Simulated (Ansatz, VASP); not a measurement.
Given: the input of a run of VASP 6.6.1 on Si2Mo.

The input INCAR:

```
SYSTEM = Si2Mo
  PREC = Accurate
  ENCUT = 520
  EDIFF = 1E-7
  ISMEAR = -1
  SIGMA = 0.05
  LREAL = .False.
  LASPH = .True.
  NELM = 60
  ALGO = Normal
  ISIF = 2
  LWAVE = .False.
  LCHARG = .True.
  GGA = PS
  LELF = .True.
  LVHAR = .True.
  NBANDS = 18
```

The input KPOINTS:

```
regular mesh
0
Gamma
  12 12 12
  0 0 0
```

File POSCAR:

```
Si2Mo
1.0
   -1.5892614214      1.5892614214      3.9041200105
    1.5892614214     -1.5892614214      3.9041200105
    1.5892614214      1.5892614214     -3.9041200105
Mo Si
1 2
Direct
    0.0000000000      0.0000000000      0.0000000000
    0.6670000000      0.6670000000      0.0000000000
    0.3330000000      0.3330000000      0.0000000000
```

Potentials or basis: VASP PAW PBE potentials, release 64 (Mo_sv, Si).

The run is started by

```bash
$ cat potpaw_PBE.64/Mo_sv/POTCAR potpaw_PBE.64/Si/POTCAR > POTCAR
$ mpirun -np 1 vasp_std > vasp.out
```

Set up the same calculation for Ansatz 0.2.0. Potentials there: all-electron LAPW, scalar-relativistic.

As run (the cutoff follows the program's own potentials):

The input input.yaml:

```yaml
crystal:
  lattice:
    - [-1.5892614214, 1.5892614214, 3.9041200105]
    - [1.5892614214, -1.5892614214, 3.9041200105]
    - [1.5892614214, 1.5892614214, -3.9041200105]
  atoms:
    - { symbol: Mo, position: [0.0, 0.0, 0.0] }
    - { symbol: Si, position: [0.667, 0.667, 0.0] }
    - { symbol: Si, position: [0.333, 0.333, 0.0] }
kpoints:
  mp_grid: { grid: [12, 12, 12] }
scf:
  occupations: { method: fermi_dirac, width: 0.05 }
hamiltonian:
  xc: pbesol
  pseudopotentials: { kind: all_electron, lapw: { basis_error: 0.002 } }
output:
  forces: true
  stress: true
  eigenvalues: true
```

Potentials or basis: all-electron LAPW, scalar-relativistic.

Run with:

```bash
$ ansatz run input.yaml --threads 2 --pin off --max-ram 6144MiB --backend cpu --events-out ev --progress --plain --runs-dir out
```

Both were run:

|  | VASP | Ansatz | Ansatz less VASP |
| --- | --- | --- | --- |
| gap on the k mesh at the Fermi level (eV) | none | none | - |
| pressure (GPa) | 2.1 | 1.8 | -0.35 |
| traceless stress, the component that is largest in VASP (GPa) | -0.44 | -0.45 | -0.016 |
| rms of the force components (eV/Å) | 0.137 | 0.139 | +0.0020 |

VASP's potentials were made for PBE, not for PBEsol. Atom by atom the forces differ by 0.002 eV/Å (rms over components). A gap of «none» marks a metal or a gap that the smearing closes. Ansatz ran all-electron here, and VASP with PAW potentials.
